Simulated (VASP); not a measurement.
Input of a VASP 6.6.1 run:

Contents of INCAR:

```
ALGO     = Normal         # electronic algorithm
EDIFF    = 1E-6           # SCF threshold, eV
ENCUT    = 520            # plane-wave cutoff, eV
GGA      = PS             # functional
ISIF     = 2              # what is computed and relaxed
ISMEAR   = 1              # smearing method
LASPH    = T              # aspherical terms in the spheres
LCHARG   = F              # write CHGCAR
LREAL    = F              # projectors in reciprocal space
LWAVE    = F              # write WAVECAR
NBANDS   = 20             # bands
NELM     = 80             # most SCF steps
PREC     = Accurate       # precision mode
SIGMA    = 0.15           # smearing width, eV
```

Contents of KPOINTS:

```
k-points
0
Gamma
  11 11 11
```

POSCAR

```
MoS2
1.0
    1.6076038203      0.9281470133      6.2574452501
   -1.6076038203      0.9281470133      6.2574452501
    0.0000000000     -1.8563042012      6.2574452501
Mo S
1 2
Direct
    0.0000000000      0.0000000000      0.0000000000
    0.2500000000      0.2500000000      0.2500000000
    0.4170000000      0.4170000000      0.4170000000
```

Potentials or basis: VASP PAW PBE potentials, release 64 (Mo_sv, S).

The run is started by

```console
$ cat potpaw_PBE.64/Mo_sv/POTCAR potpaw_PBE.64/S/POTCAR > POTCAR
$ mpirun -np 1 vasp_std > vasp.out
```

Task: Predict the band gap on the k mesh.

Result: 0.94 eV (least direct gap 1.77 eV).

Task: Estimate the largest force.

Result: 0.642 eV/Å.

Task: Predict the pressure.

Result: -6.9 GPa.

Stress tensor (GPa, compression positive):
```
-7.58  0.00  0.00
 0.00 -7.58  0.00
 0.00  0.00 -5.54
```

Caveat: the cell stands under tension; the PAW data sets were made with another functional, which shifts forces and pressure a little; an odd mesh through Γ misses points on the zone boundary, where band edges can lie. Expect the measured gap to be larger: semilocal functionals such as PBEsol lack the derivative discontinuity.
